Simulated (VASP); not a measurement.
Write the native input for VASP 6.6.1 that does the following.

```
Task                   : single point
Functional             : LDA
Potentials or basis    : VASP PAW LDA potentials, release 64 (Ba_sv)
Cutoff                 : 520 eV
k mesh                 : 15 × 15 × 12
Occupations            : gaussian, width 0.15 eV
Spin                   : no spin polarisation
Dipole correction      : no
Further INCAR settings : ALGO = Normal; EDIFF = 1e-07; NBANDS = 11
```

The structure of Ba lies in POSCAR:

```
Ba
1.0
    3.9666846021      0.0000000000      0.0000000000
   -1.9833423011      3.4352496342      0.0000000000
    0.0000000000      0.0000000000      3.6003402360
Ba
1
Direct
    0.0000000000      0.0000000000      0.0000000000
```

This cell differs from its parent crystal: strain -0.080 along x and y, -0.080 along z.

One way to write it, as run:

INCAR

```
PREC = Accurate ; ENCUT = 520
EDIFF = 1E-7 ; ISMEAR = 0
SIGMA = 0.15 ; LREAL = F
LASPH = T ; NELM = 100
ALGO = Normal ; ISIF = 2
LWAVE = F ; LCHARG = F
NBANDS = 11
```

KPOINTS

```
regular mesh
0
Gamma
  15 15 12
```

Potentials or basis: VASP PAW LDA potentials, release 64 (Ba_sv).

Command:

```bash
$ cat potpaw_LDA.64/Ba_sv/POTCAR > POTCAR
$ mpirun -np 1 vasp_std > vasp.out
```

Results of the run:

The pressure is 0.8 GPa and the band gap on the k mesh is zero (band 5 reaches 3.05 eV, above the bottom of band 6 at 1.95 eV).

Caveat: the cell differs from its parent crystal (strain -0.080 along x and y, -0.080 along z); spin-orbit coupling is left out, which moves the levels of the heavy elements.

Run time: 68 s on 1 thread of Intel(R) Xeon(R) Platinum 8375C CPU @ 2.90GHz (Ice Lake) (shared host), peak memory 0.22 GiB.
